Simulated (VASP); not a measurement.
# AlBN (P4/mmm) in VASP: settings compared

The runs below take AlBN through single point, with PBE-based screened hybrid with 30 % exact exchange, PBE-based screened hybrid with 40 % exact exchange, PBE-based screened hybrid with 50 % exact exchange.

All numbers are computed with VASP 6.6.1; they aren't measurements. Logs are shortened: lines on timing, memory, paths and dates and some standing lists are left out, and cuts for length are marked.

### 1 The cell of the first run

Symmetry: P4/mmm, No. 123, tetragonal system. Conventional cell: a = 2.646 Å, b = 2.646 Å, c = 5.403 Å, α = 90.00°, β = 90.00°, γ = 90.00°. Al (site symmetry 4/mmm) has 4 N at 1.87 Å within 2.5 Å. Within 3.5 Å of B (site symmetry 4/mmm) lie 4 B at 2.65 Å and 2 Al at 2.70 Å and 8 N at 3.29 Å. Within 2.5 Å of N (site symmetry 4/mmm) lie 4 Al at 1.87 Å.

### 2 Single point, PBE-based screened hybrid with 30 % exact exchange

POSCAR

```
AlBN
1.0
    2.6456200000      0.0000000000      0.0000000000
    0.0000000000      2.6456200000      0.0000000000
    0.0000000000      0.0000000000      5.4026400000
Al B N
1 1 1
Direct
    0.5000000000      0.5000000000      0.0000000000
    0.5000000000      0.5000000000      0.5000000000
    0.0000000000      0.0000000000      0.0000000000
```

INCAR.step1

```
SYSTEM = AlBN
PREC = Accurate ; ENCUT = 520
EDIFF = 1E-5 ; ISMEAR = -1
SIGMA = 0.05 ; LREAL = .FALSE.
LASPH = .TRUE. ; NELM = 80
ALGO = Normal ; ISIF = 2
LWAVE = .TRUE. ; NBANDS = 12
GGA = PE
```

INCAR.step2

```
SYSTEM = AlBN
PREC = Accurate ; ENCUT = 520
EDIFF = 1E-6 ; ISMEAR = -1
SIGMA = 0.05 ; LREAL = .FALSE.
LASPH = .TRUE. ; NELM = 80
ALGO = Normal ; ISIF = 2
LWAVE = .FALSE. ; LCHARG = .TRUE.
GGA = PE ; LHFCALC = .TRUE.
AEXX = 0.3 ; HFSCREEN = 0.2
PRECFOCK = Normal ; LELF = .TRUE.
LVHAR = .TRUE. ; NBANDS = 12
ISTART = 1
```

KPOINTS

```
regular mesh
0
G
  5 5 3
  0 0 0
```

Potentials or basis: VASP PAW PBE potentials, release 64 (Al, B, N).

Launch:

```sh
cat potpaw_PBE.64/Al/POTCAR potpaw_PBE.64/B/POTCAR potpaw_PBE.64/N/POTCAR > POTCAR
cp INCAR.step1 INCAR
mpirun -np 1 vasp_std > vasp.out
cp INCAR.step2 INCAR
mpirun -np 1 vasp_std > vasp.out
```

OUTCAR:

```text
SYSTEM = AlBN
   PREC = Accurate
   ENCUT = 520
   EDIFF = 1E-6
   ISMEAR = -1
   LREAL = .FALSE.
   LASPH = .TRUE.
   NELM = 80
   ISIF = 2
   GGA = PE
   LHFCALC = .TRUE.
   AEXX = 0.3
   HFSCREEN = 0.2
   PRECFOCK = Normal
   ISTART = 1

 ion  position               nearest neighbor table
   1  0.500  0.500  0.000-   3 1.87   3 1.87   3 1.87   3 1.87   2 2.70   2 2.70
   2  0.500  0.500  0.500-   1 2.70   1 2.70
   3  0.000  0.000  0.000-   1 1.87   1 1.87   1 1.87   1 1.87

  LATTYP: Found a simple tetragonal cell.
 ALAT       =     2.6456200000
 C/A-ratio  =     2.0421073321

  Lattice vectors:

 A1 = (   2.6456200000,   0.0000000000,   0.0000000000)
 A2 = (   0.0000000000,   2.6456200000,   0.0000000000)
 A3 = (   0.0000000000,   0.0000000000,   5.4026400000)

Analysis of symmetry for initial positions (statically):
=====================================================================
 Subroutine PRICEL returns:
 Original cell was already a primitive cell.

 Routine SETGRP: Setting up the symmetry group for a
 simple tetragonal supercell.

 Subroutine GETGRP returns: Found 16 space group operations
 (whereof 16 operations were pure point group operations)
 out of a pool of 16 trial point group operations.

The static configuration has the point symmetry D_4h.

Analysis of symmetry for dynamics (positions and initial velocities):
=====================================================================
 Subroutine PRICEL returns:
 Original cell was already a primitive cell.

 Routine SETGRP: Setting up the symmetry group for a
 simple tetragonal supercell.

 Subroutine GETGRP returns: Found 16 space group operations
 (whereof 16 operations were pure point group operations)
 out of a pool of 16 trial point group operations.

The dynamic configuration has the point symmetry D_4h.

 Subroutine INISYM returns: Found 16 space group operations
 (whereof 16 operations are pure point group operations),
 and found     1 'primitive' translations

----------------------------------------------------------------------------------------

                                     Primitive cell

  volume of cell :      37.8147

  direct lattice vectors                    reciprocal lattice vectors
     2.645620000  0.000000000  0.000000000     0.377983233  0.000000000  0.000000000
     0.000000000  2.645620000  0.000000000     0.000000000  0.377983233  0.000000000
     0.000000000  0.000000000  5.402640000     0.000000000  0.000000000  0.185094694

  length of vectors
     2.645620000  2.645620000  5.402640000     0.377983233  0.377983233  0.185094694

  position of ions in fractional coordinates (direct lattice)
     0.500000000  0.500000000  0.000000000
     0.500000000  0.500000000  0.500000000
     0.000000000  0.000000000  0.000000000

  ion indices of the primitive-cell ions
   primitive index   ion index
                 1           1
                 2           2
                 3           3

----------------------------------------------------------------------------------------

 KPOINTS: regular mesh

Automatic generation of k-mesh.
 Grid dimensions read from file:
 generate k-points for:    5    5    3

 Generating k-lattice:

  Cartesian coordinates                     Fractional coordinates (reciprocal lattice)
     0.075596647  0.000000000  0.000000000     0.200000000  0.000000000  0.000000000
     0.000000000  0.075596647  0.000000000     0.000000000  0.200000000  0.000000000
     0.000000000  0.000000000  0.061698231     0.000000000  0.000000000  0.333333333

  Length of vectors
     0.075596647  0.075596647  0.061698231

  Shift w.r.t. Gamma in fractional coordinates (k-lattice)
     0.000000000  0.000000000  0.000000000

 Subroutine IBZKPT returns following result:
 ===========================================

 Found     12 irreducible k-points:

 Following reciprocal coordinates:
            Coordinates               Weight
  0.000000  0.000000  0.000000      1.000000
  0.200000  0.000000  0.000000      4.000000
  0.400000  0.000000  0.000000      4.000000
  0.200000  0.200000  0.000000      4.000000
  0.400000  0.200000  0.000000      8.000000
  0.400000  0.400000  0.000000      4.000000
  0.000000  0.000000  0.333333      2.000000
  0.200000  0.000000  0.333333      8.000000
  0.400000  0.000000  0.333333      8.000000
  0.200000  0.200000  0.333333      8.000000
  0.400000  0.200000  0.333333     16.000000
  0.400000  0.400000  0.333333      8.000000
   k-points           NKPTS =     12   k-points in BZ     NKDIM =     75   number of bands    NBANDS=     12
   number of dos      NEDOS =    301   number of ions     NIONS =      3
   total plane-waves  NPLWV =  16000
   dimension x,y,z NGX =    20 NGY =   20 NGZ =   40
   dimension x,y,z NGXF=    40 NGYF=   40 NGZF=   80
   ions per type =               1   1   1
   NGX,Y,Z   is equivalent  to a cutoff of  12.57, 12.57, 12.31 a.u.
   NGXF,Y,Z  is equivalent  to a cutoff of  25.14, 25.14, 24.62 a.u.
 SYSTEM =  AlBN
   PREC   = accura    normal or accurate (medium, high low for compatibility)
   ISTART =      1    job   : 0-new  1-cont  2-samecut
   ICHARG =      0    charge: 1-file 2-atom 10-const
   ISPIN  =      1    spin polarized calculation?
   LNONCOLLINEAR =      F non collinear calculations
   LSORBIT =      F    spin-orbit coupling
   LASPH  =      T    aspherical Exc in radial PAW
   ENCUT  =  520.0 eV  38.22 Ry    6.18 a.u.   4.92  4.92 10.05*2*pi/ulx,y,z
   NELM   =     80;   NELMIN=  2; NELMDL=  0     # of ELM steps
   EDIFF  = 0.1E-05   stopping-criterion for ELM
   LREAL  =      F    real-space projection
   EDIFFG = 0.1E-04   stopping-criterion for IOM
   NSW    =      0    number of steps for IOM
   IBRION =     -1    ionic relax: 0-MD 1-quasi-New 2-CG
   NFREE  =      0    steps in history (QN), initial steepest desc. (CG)
   ISIF   =      2    stress and relaxation
   ISYM   =      3    0-nonsym 1-usesym 2-fastsym
   POTIM  = 0.5000    time-step for ionic-motion
   TEBEG  =    0.0;   TEEND  =   0.0 temperature during run
   PSTRESS=    0.0 pullay stress
   NELECT =      11.0000    total number of electrons
   NUPDOWN=      -1.0000    fix difference up-down
   EMIN   =  10.00;   EMAX   =-10.00  energy-range for DOS
   EFERMI =   0.00;   METHOD = LEGACY
[... 18 lines left out ...]
   HFSCREEN=    0.2000 screening length (either q_TF or 0.3 A-1)
   HFSCREENC=   0.2000 screening length for correlation (either q_TF or 0.3 A-1)
   ENCUTFOCK=  -1.0 apply spherical cutoff to Coloumb kernel
   IVDW    =     0    specifies the selected vdW correction
   LEPSILON=     F    determine dielectric tensor
   LRPA    =     F    only Hartree local field effects (RPA)
 non-spin polarized calculation
  energy-cutoff  :      520.00
  volume of cell :       37.81
 maximum number of plane-waves:      1029
 NGX is ok and might be reduce to    20
  NGX = 16; NGY = 16; NGZ = 32

 number of electron      10.9999997 magnetization

 Free energy of the ion-electron system (eV)
  ---------------------------------------------------
  ext. energy  EPLUGINS =         0.00000000
  ---------------------------------------------------
  free energy    TOTEN  =       -19.45941108 eV

  energy without entropy =      -19.45637286  energy(sigma->0) =      -19.45789197

 E-fermi :   4.0342     XC(G=0):  -7.9574

 val. band max:        3.8624922899   @ k =   0.4000   0.2000   0.3333
 cond. band min:       4.4264025434   @ k =   0.2000   0.0000   0.3333
 fundamental gap:      0.5639102536
 Fermi energy:         4.0341635514

 k-point     1 :       0.0000    0.0000    0.0000
  band No.  band energies     occupation
      1     -14.8404      2.00000
      2      -5.1735      2.00000
      3      -2.4598      2.00000
      4       1.9956      2.00000
      5       1.9956      2.00000
      6       6.2891      0.00000
      7      10.0145      0.00000
      8      11.2254      0.00000
      9      11.2254      0.00000
     10      13.6794      0.00000
     11      17.4952      0.00000
     12      18.3733      0.00000

 k-point     2 :       0.2000    0.0000    0.0000
  band No.  band energies     occupation
      1     -14.2308      2.00000
      2      -4.4916      2.00000
      3      -1.6682      2.00000
      4      -0.7747      2.00000
      5       2.1481      2.00000
      6       6.1916      0.00000
      7       7.7658      0.00000
      8      11.2338      0.00000
      9      11.5981      0.00000
     10      15.6090      0.00000
     11      15.8828      0.00000
     12      18.4479      0.00000

 k-point     3 :       0.4000    0.0000    0.0000
  band No.  band energies     occupation
      1     -12.8760      2.00000
      2      -4.9205      2.00000
      3      -1.8191      2.00000
      4       0.4488      2.00000
      5       2.4124      2.00000
      6       2.8284      2.00000
      7       4.6498      0.00001
      8      12.2859      0.00000
      9      13.3962      0.00000
     10      14.0011      0.00000
     11      16.0006      0.00000
     12      16.2397      0.00000

 k-point     4 :       0.2000    0.2000    0.0000
  band No.  band energies     occupation
      1     -13.6510      2.00000
      2      -3.8088      2.00000
      3      -0.8982      2.00000
      4      -0.4918      2.00000
      5      -0.3670      2.00000
      6       6.2358      0.00000
      7       7.9558      0.00000
      8       8.6682      0.00000
      9      12.3907      0.00000
     10      15.9901      0.00000
     11      16.4555      0.00000
     12      18.0175      0.00000

 k-point     5 :       0.4000    0.2000    0.0000
  band No.  band energies     occupation
      1     -12.3796      2.00000
      2      -4.3158      2.00000
      3      -1.2343      2.00000
      4       0.1783      2.00000
      5       1.1135      2.00000
      6       3.5788      1.99978
      7       5.2082      0.00000
      8       9.3944      0.00000
      9      12.9915      0.00000
     10      14.1343      0.00000
     11      15.5341      0.00000
     12      17.4123      0.00000
[... 48 lines left out ...]
      1     -12.8657      2.00000
      2      -4.7332      2.00000
      3      -2.6921      2.00000
      4       0.9917      2.00000
      5       2.4136      2.00000
      6       3.1947      2.00000
      7       5.3087      0.00000
      8      11.1893      0.00000
      9      12.2903      0.00000
     10      13.5110      0.00000
     11      16.1861      0.00000
     12      17.8826      0.00000

 k-point    10 :       0.2000    0.2000    0.3333
  band No.  band energies     occupation
      1     -13.6347      2.00000
      2      -4.3242      2.00000
      3      -0.8358      2.00000
      4      -0.4762      2.00000
      5       0.9752      2.00000
      6       5.0189      0.00000
      7       7.7964      0.00000
      8       8.5562      0.00000
      9      13.0117      0.00000
     10      15.5206      0.00000
     11      17.1583      0.00000
     12      17.2227      0.00000

 k-point    11 :       0.4000    0.2000    0.3333
  band No.  band energies     occupation
      1     -12.3710      2.00000
      2      -4.1597      2.00000
      3      -1.9305      2.00000
      4       0.0949      2.00000
      5       1.6155      2.00000
      6       3.8625      1.93747
      7       5.6648      0.00000
      8       9.4565      0.00000
      9      11.8441      0.00000
     10      14.2536      0.00000
     11      15.0177      0.00000
     12      17.6237      0.00000

 k-point    12 :       0.4000    0.4000    0.3333
  band No.  band energies     occupation
      1     -11.3167      2.00000
      2      -3.0656      2.00000
      3      -2.9261      2.00000
      4       0.2636      2.00000
      5       2.8333      2.00000
      6       4.7687      0.00000
      7       5.6874      0.00000
      8       5.9774      0.00000
      9      11.6919      0.00000
     10      13.9690      0.00000
     11      14.3802      0.00000
     12      14.9617      0.00000

------------------------ aborting loop because EDIFF is reached ----------------------------------------

  FORCE on cell =-STRESS in cart. coord.  units (eV):
  Direction    XX          YY          ZZ          XY          YZ          ZX
  --------------------------------------------------------------------------------------
  -------------------------------------------------------------------------------------
  Total       -1.6687057     -1.6687057      0.9247726      0.0000000      0.0000000      0.0000000
  in kB      -70.7016218    -70.7016218     39.1818167      0.0000000      0.0000000      0.0000000
  external PRESSURE =     -34.0738089 kB  Pullay stress =       0.0000000 kB

 VOLUME and BASIS-vectors are now :
 -----------------------------------------------------------------------------
  energy-cutoff  :      520.00
  volume of cell :       37.81
      direct lattice vectors                 reciprocal lattice vectors
     2.645620000  0.000000000  0.000000000     0.377983233  0.000000000  0.000000000
     0.000000000  2.645620000  0.000000000     0.000000000  0.377983233  0.000000000
     0.000000000  0.000000000  5.402640000     0.000000000  0.000000000  0.185094694

 POSITION                                       TOTAL-FORCE (eV/Angst)
 -----------------------------------------------------------------------------------
      1.32281      1.32281      0.00000         0.000000      0.000000      0.000000
      1.32281      1.32281      2.70132         0.000000      0.000000      0.000000
      0.00000      0.00000      0.00000         0.000000      0.000000      0.000000
 -----------------------------------------------------------------------------------
    total drift:                                0.000001     -0.000001      0.000001

  FREE ENERGIE OF THE ION-ELECTRON SYSTEM (eV)
  ---------------------------------------------------
  free  energy   TOTEN  =       -19.4594110820 eV

  energy  without entropy=      -19.4563728635  energy(sigma->0) =      -19.45789197
```

Wall time 86 s (1 thread of Intel Xeon 6975P-C (Granite Rapids), shared host); peak memory 0.25 GiB.

What came out:

* Free energy: -19.4594 eV
* Pressure: -3.4 GPa
* Band gap on the k mesh: zero (an odd number of electrons rules out a gap without spin polarisation)

Caveat: the k points lie up to 0.47 Å⁻¹ apart, too coarse for converged energies and pressures of a metal; the PAW data sets were made with another functional, which shifts forces and pressure a little.

### 3 Single point, PBE-based screened hybrid with 40 % exact exchange

POSCAR is that of step 2.

INCAR.step1

```
SYSTEM = AlBN
ALGO     = Normal         ! electronic algorithm
EDIFF    = 1E-5           ! SCF threshold, eV
ENCUT    = 520            ! plane-wave cutoff, eV
GGA      = PE             ! functional
ISIF     = 2              ! what is computed and relaxed
ISMEAR   = -1             ! smearing method
LASPH    = .True.         ! aspherical terms in the spheres
LCHARG   = .False.        ! write CHGCAR
LREAL    = .False.        ! projectors in reciprocal space
LWAVE    = .True.         ! write WAVECAR
NBANDS   = 12             ! bands
NELM     = 60             ! most SCF steps
PREC     = Accurate       ! precision mode
SIGMA    = 0.05           ! smearing width, eV
```

INCAR.step2

```
SYSTEM = AlBN
AEXX     = 0.4            ! exact-exchange fraction
ALGO     = Normal         ! electronic algorithm
EDIFF    = 1E-6           ! SCF threshold, eV
ENCUT    = 520            ! plane-wave cutoff, eV
GGA      = PE             ! functional
HFSCREEN = 0.2            ! screening, 1/A
ISIF     = 2              ! what is computed and relaxed
ISMEAR   = -1             ! smearing method
ISTART   = 1            
LASPH    = .True.         ! aspherical terms in the spheres
LCHARG   = .False.        ! write CHGCAR
LHFCALC  = .True.         ! exact exchange
LREAL    = .False.        ! projectors in reciprocal space
LWAVE    = .False.        ! write WAVECAR
NBANDS   = 12             ! bands
NELM     = 60             ! most SCF steps
PREC     = Accurate       ! precision mode
PRECFOCK = Normal       
SIGMA    = 0.05           ! smearing width, eV
```

KPOINTS

```
k-points
0
Gamma
  5 5 3
  0 0 0
```

Potentials or basis: VASP PAW PBE potentials, release 64 (Al, B, N).

Launch:

```sh
cat potpaw_PBE.64/Al/POTCAR potpaw_PBE.64/B/POTCAR potpaw_PBE.64/N/POTCAR > POTCAR
cp INCAR.step1 INCAR
mpirun -np 1 vasp_std > vasp.out
cp INCAR.step2 INCAR
mpirun -np 1 vasp_std > vasp.out
```

Wall time 82 s (1 thread of Intel Xeon 6975P-C (Granite Rapids), shared host); peak memory 0.24 GiB.

Results (log left out):

```
Free energy            : -20.6654 eV
Pressure               : -4.5 GPa
Band gap on the k mesh : zero (an odd number of electrons rules out a gap without spin polarisation)
```

Stress tensor (GPa, compression positive):
```
-9.44  0.00  0.00
 0.00 -9.44  0.00
 0.00  0.00  5.28
```

Levels at points of the mesh, in eV from the Fermi level:
| k point | band 2 | band 3 | band 4 | band 5 | band 6 | band 7 | band 8 | band 9 |
| --- | --- | --- | --- | --- | --- | --- | --- | --- |
| (0.00, 0.00, 0.00) | -9.73 | -6.81 | -2.30 | -2.30 | 2.53 | 6.31 | 7.62 | 7.62 |

Caveat: the k points lie up to 0.47 Å⁻¹ apart, too coarse for converged energies and pressures of a metal; the PAW data sets were made with another functional, which shifts forces and pressure a little.

### 4 Single point, PBE-based screened hybrid with 50 % exact exchange

POSCAR is that of step 3.

INCAR.step1

```
  PREC = Accurate
  ENCUT = 520
  EDIFF = 1E-5
  ISMEAR = -1
  SIGMA = 0.05
  LREAL = F
  LASPH = T
  NELM = 60
  ALGO = Normal
  ISIF = 2
  LWAVE = T
  LCHARG = F
  GGA = PE
  NBANDS = 12
```

INCAR.step2

```
  PREC = Accurate
  ENCUT = 520
  EDIFF = 1E-7
  ISMEAR = -1
  SIGMA = 0.05
  LREAL = F
  LASPH = T
  NELM = 60
  ALGO = Normal
  ISIF = 2
  LWAVE = F
  LCHARG = F
  GGA = PE
  LHFCALC = T
  AEXX = 0.5
  HFSCREEN = 0.2
  PRECFOCK = Normal
  ISTART = 1
  NBANDS = 12
```

KPOINTS

```
regular mesh
0
Gamma
  5 5 3
```

Launch:

```sh
cat potpaw_PBE.64/Al/POTCAR potpaw_PBE.64/B/POTCAR potpaw_PBE.64/N/POTCAR > POTCAR
cp INCAR.step1 INCAR
mpirun -np 1 vasp_std > vasp.out
cp INCAR.step2 INCAR
mpirun -np 1 vasp_std > vasp.out
```

Wall time 1.7 min (1 thread of Intel Xeon 6975P-C (Granite Rapids), shared host); peak memory 0.24 GiB.

The run converged. Its results:

| Property | Result |
| --- | --- |
| Free energy | -21.9052 eV |
| Pressure | -5.7 GPa |
| Band gap on the k mesh | zero (an odd number of electrons rules out a gap without spin polarisation) |

Stress tensor (GPa, compression positive):
```
-11.77   0.00   0.00
  0.00 -11.77   0.00
  0.00   0.00   6.53
```

Levels at points of the mesh, in eV from the Fermi level:
| k point | band 2 | band 3 | band 4 | band 5 | band 6 | band 7 | band 8 | band 9 |
| --- | --- | --- | --- | --- | --- | --- | --- | --- |
| (0.00, 0.00, 0.00) | -10.28 | -7.16 | -2.60 | -2.60 | 2.79 | 6.60 | 8.03 | 8.03 |

Caveat: the k points lie up to 0.47 Å⁻¹ apart, too coarse for converged energies and pressures of a metal; the PAW data sets were made with another functional, which shifts forces and pressure a little.

### 5 Overview

| level | share of exact exchange | gap on the mesh (eV) | pressure (GPa) |
| --- | --- | --- | --- |
| PBE-based screened hybrid with 30 % exact exchange | 0.3 | none | -3.4 |
| PBE-based screened hybrid with 40 % exact exchange | 0.4 | none | -4.5 |
| PBE-based screened hybrid with 50 % exact exchange | 0.5 | none | -5.7 |

Alike in all rows: task single point; potentials or basis VASP PAW PBE potentials, release 64 (Al, B, N); no spin polarisation; cell as given; k mesh 5 × 5 × 3; cutoff (eV) 520; smearing fermi-dirac 0.05 eV.

Caveats: all runs use coarse meshes; the PAW data sets were made with another functional, which shifts forces and pressure a little.

Absolute energies hang on the potentials; compare differences alone.
